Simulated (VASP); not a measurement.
Mg2NCl: single point with LDA

Crystal: Mg2NCl.

```
Mg N Cl
1.0
     1.57763    0.91085    6.15305
    -1.57763    0.91085    6.15305
     0.00000   -1.82169    6.15305
Mg N Cl
2 1 1
Direct
  0.22282 0.22282 0.22282
  0.77719 0.77719 0.77719
  0.50000 0.50000 0.50000
  0.00000 0.00000 0.00000
```

This cell differs from its parent crystal: strain -0.050 along x and y, +0.025 along z.

```yaml
Program: VASP 6.6.1
Task: single point
Functional: LDA
Potentials_or_basis: VASP PAW LDA potentials, release 64 (Mg, N, Cl)
Cutoff: 520 eV
k_mesh: 9 × 9 × 9
Occupations: gaussian, width 0.05 eV
Spin: no spin polarisation
```

- Pressure: 1.5 GPa
- Largest force: 0.158 eV/Å
- Band gap on the k mesh: 1.98 eV

Forces in eV/Å, atoms in the order of the input:
```
Mg   0.000  0.000 -0.158
Mg   0.000  0.000  0.158
N    0.000  0.000  0.000
Cl   0.000  0.000  0.000
```

Stress tensor (GPa, compression positive):
```
 6.50  0.00  0.00
 0.00  6.50  0.00
 0.00  0.00 -8.55
```

Levels at points of the mesh, in eV from the valence-band top:
```
           k point  band 4  band 5  band 6  band 7  band 8  band 9  band 10  band 11  band 12  band 13
(0.00, 0.00, 0.00)   -2.01   -2.01   -1.76    0.00    0.00    1.98     5.97     8.09     8.46    10.01
```

It took 110 s on 1 thread of Intel(R) Xeon(R) 6975P-C (Granite Rapids) (shared host), peak memory 0.3 GiB.

Caveat: the cell differs from its parent crystal (strain -0.050 along x and y, +0.025 along z); an odd mesh through Γ misses points on the zone boundary, where band edges can lie.
